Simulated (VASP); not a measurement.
Wanted: the native input for a VASP 6.6.1 run.

```yaml
Task: density of states
Functional: LDA
Potentials_or_basis: VASP PAW PBE potentials, release 64 (Lu)
Cutoff: 520 eV
k_mesh: 5 × 5 × 3
Occupations: fermi-dirac, width 0.05 eV
Spin: no spin polarisation
Dipole_correction: no
k_mesh_for_the_DOS: 8 × 8 × 5
Occupations_for_the_DOS: tetrahedron
Further_INCAR_settings: ALGO = Normal; EDIFF = 1e-06
```

Crystal: Lu.

```xyz
2
Lattice="3.5031 0.0000 0.0000 -1.7515 3.0338 0.0000 0.0000 0.0000 5.5509" Properties=species:S:1:pos:R:3 pbc="T T T"
Lu    1.7516    1.0113    4.1632
Lu    0.0000    2.0225    1.3877
```

The input as run:

POSCAR

```
Lu
1.0
    3.5031000000      0.0000000000      0.0000000000
   -1.7515500000      3.0337735920      0.0000000000
    0.0000000000      0.0000000000      5.5509000000
Lu
2
Direct
    0.6666666667      0.3333333333      0.7500000000
    0.3333333333      0.6666666667      0.2500000000
```

INCAR.step1

```
SYSTEM = Lu
ALGO = Normal
EDIFF = 1E-6
ENCUT = 520
GGA = CA
ISIF = 2
ISMEAR = -1
LASPH = .TRUE.
LCHARG = .TRUE.
LREAL = .FALSE.
LWAVE = .FALSE.
NBANDS = 32
NELM = 100
PREC = Accurate
SIGMA = 0.05
```

KPOINTS.step1

```
k-points
0
G
  5 5 3
  0 0 0
```

INCAR.step2

```
SYSTEM = Lu
ALGO = Normal
EDIFF = 1E-6
ENCUT = 520
GGA = CA
ICHARG = 11
ISIF = 2
ISMEAR = -5
LASPH = .TRUE.
LCHARG = .FALSE.
LORBIT = 11
LREAL = .FALSE.
LWAVE = .FALSE.
NEDOS = 2001
NELM = 100
PREC = Accurate
SIGMA = 0.05
```

KPOINTS.step2

```
k-points
0
G
  8 8 5
  0 0 0
```

Potentials or basis: VASP PAW PBE potentials, release 64 (Lu).

Launch:

```bash
$ cat potpaw_PBE.64/Lu/POTCAR > POTCAR
$ cp INCAR.step1 INCAR
$ cp KPOINTS.step1 KPOINTS
$ mpirun -np 1 vasp_std > vasp.out
$ cp INCAR.step2 INCAR
$ cp KPOINTS.step2 KPOINTS
$ mpirun -np 1 vasp_std > vasp.out
```

It gave:

```
Valence electrons inside the program's atomic spheres : Lu 23.16
```

Caveat: the k points lie up to 0.41 Å⁻¹ apart; spin-orbit coupling is left out, which moves the levels of the heavy elements.

It took 29 s on 1 thread of Intel(R) Xeon(R) 6975P-C (Granite Rapids), on a shared host, peak memory 0.17 GiB.
